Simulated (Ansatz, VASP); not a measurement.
# One calculation of Al3InSb4, two programs

```
In Al Sb
1.0
    -3.12495    3.12495    0.00000
    -3.11894   -6.24389    3.11922
     3.12081    3.12081    6.23805
In Al Sb
1 3 4
Direct
  0.00069 0.00137 0.00096
  0.75127 0.50255 0.25393
  0.50015 0.00029 0.49938
  0.24791 0.49582 0.74568
  0.19589 0.39178 0.06542
  0.93624 0.87247 0.32464
  0.68555 0.37110 0.56182
  0.43230 0.86461 0.79818
```

Alike in both runs: functional PBEsol; k mesh 6 × 6 × 4; occupations gaussian, width 0.02 eV; no spin polarisation.

Ansatz relaxed the structure, and its values are those at the end. VASP's run is a single point on that final structure, the one shown.

|  | VASP | Ansatz |
| --- | --- | --- |
| version | VASP 6.6.1 | Ansatz 0.2.0 |
| potentials or method | VASP PAW PBE potentials, release 64 (In_d, Al, Sb), cutoff 500 eV | scalar-relativistic, plane waves, PAW |
| valence electrons in the cell | 42 | 82 |

```tsv
	VASP	Ansatz	Ansatz less VASP
gap on the k mesh at the Fermi level (eV)	0.89	0.90	+0.007
least direct gap on the mesh (eV)	0.95	0.93	-0.013
pressure (GPa)	0.2	0.0	-0.21
rms of the force components (eV/Å)	0.008	0.000	-0.0080
```

VASP's potentials were made for PBE, not for PBEsol, and Ansatz warns of the same on its side. VASP's potentials hold 42 valence electrons a cell and Ansatz's 82, so a difference there can come from the potentials and not from the codes.

Neither program's run includes spin-orbit coupling.
